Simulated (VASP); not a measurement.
Set up this calculation in VASP 6.6.1, as the native input.

* Task: single point
* Functional: PBE
* Potentials or basis: VASP PAW PBE potentials, release 64 (Fe)
* Cutoff: 520 eV
* k mesh: 12 × 12 × 12
* Occupations: fermi-dirac, width 0.1 eV
* Spin: collinear spin, ferromagnetic start
* Starting moments: [1.53] μB
* Fixed moment: 1.53 μB
* Dipole correction: no
* Further INCAR settings: ALGO = Normal; EDIFF = 1e-06; NBANDS = 14

The structure of Fe lies in POSCAR:

```
Fe
1.0
    0.0000000000      1.7845000000      1.7845000000
    1.7845000000      0.0000000000      1.7845000000
    1.7845000000      1.7845000000      0.0000000000
Fe
1
Direct
    0.0000000000      0.0000000000      0.0000000000
```

These files were run (other wordings do the same):

INCAR

```
SYSTEM = Fe
PREC = Accurate
ENCUT = 520
EDIFF = 1E-6
ISMEAR = -1
SIGMA = 0.1
LREAL = .False.
LASPH = .True.
NELM = 150
ALGO = Normal
ISIF = 2
LWAVE = .False.
LCHARG = .False.
ISPIN = 2
MAGMOM = 1.53
LORBIT = 11
NUPDOWN = 1.53
LMAXMIX = 4
GGA = PE
NBANDS = 14
```

KPOINTS

```
Automatic mesh
0
Gamma
  12 12 12
  0 0 0
```

Potentials or basis: VASP PAW PBE potentials, release 64 (Fe).

The run is started by

```sh
$ cat potpaw_PBE.64/Fe/POTCAR > POTCAR
$ mpirun -np 1 vasp_std > vasp.out
```

It gave:

The pressure is -9.6 GPa and the net moment is 1.53 μB per cell. The site moments are Fe +1.52 μB. The valence electrons inside the program's atomic spheres are Fe 7.26.

Caveat: the total moment is fixed, so each spin has its own Fermi level.

It took 21 s on 1 thread of Intel(R) Xeon(R) Platinum 8259CL CPU @ 2.50GHz (Skylake/Cascade Lake), on a shared host, peak memory 0.14 GiB.
